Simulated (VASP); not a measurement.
Input of a VASP 6.6.1 run:

File INCAR:

```
PREC = Accurate
ENCUT = 520
EDIFF = 1E-6
ISMEAR = 0
SIGMA = 0.05
LREAL = F
LASPH = T
NELM = 80
ALGO = Normal
ISIF = 2
LWAVE = F
LCHARG = F
GGA = PE
IVDW = 12
NBANDS = 20
```

File KPOINTS:

```
Automatic mesh
0
Gamma
  9 9 2
```

The input POSCAR:

```
WSe2
1.0
    3.3179375931      0.0000000000      0.0000000000
   -1.6589687966      3.0458233384      0.0000000000
    0.0000000000      0.0000000000     16.6581424200
W Se
1 2
Direct
    0.0000000000      0.0000000000      0.0000000000
    0.3333333333      0.6666666667      0.0997865200
    0.3333333333      0.6666666667      0.9002134800
```

Potentials or basis: VASP PAW PBE potentials, release 64 (W_sv, Se).

Run with:

```sh
$ cat potpaw_PBE.64/W_sv/POTCAR potpaw_PBE.64/Se/POTCAR > POTCAR
$ mpirun -np 1 vasp_std > vasp.out
```

Question: Predict the largest force.

Answer: 0.381 eV/Å.

Question: Predict the band gap on the k mesh.

Answer: 1.25 eV.

Question: What does it give for the dispersion energy per atom?

Answer: -0.314 eV.

Forces in eV/Å, atoms in the order of the input:
```
W    0.000  0.275  0.000
Se   0.000 -0.137 -0.355
Se   0.000 -0.137  0.355
```

Caveat: the cell differs from its parent crystal (strain +0.0600 x Voigt [0, 1, 0, 0, 0, 0]); spin-orbit coupling is left out, which moves the levels of the heavy elements.
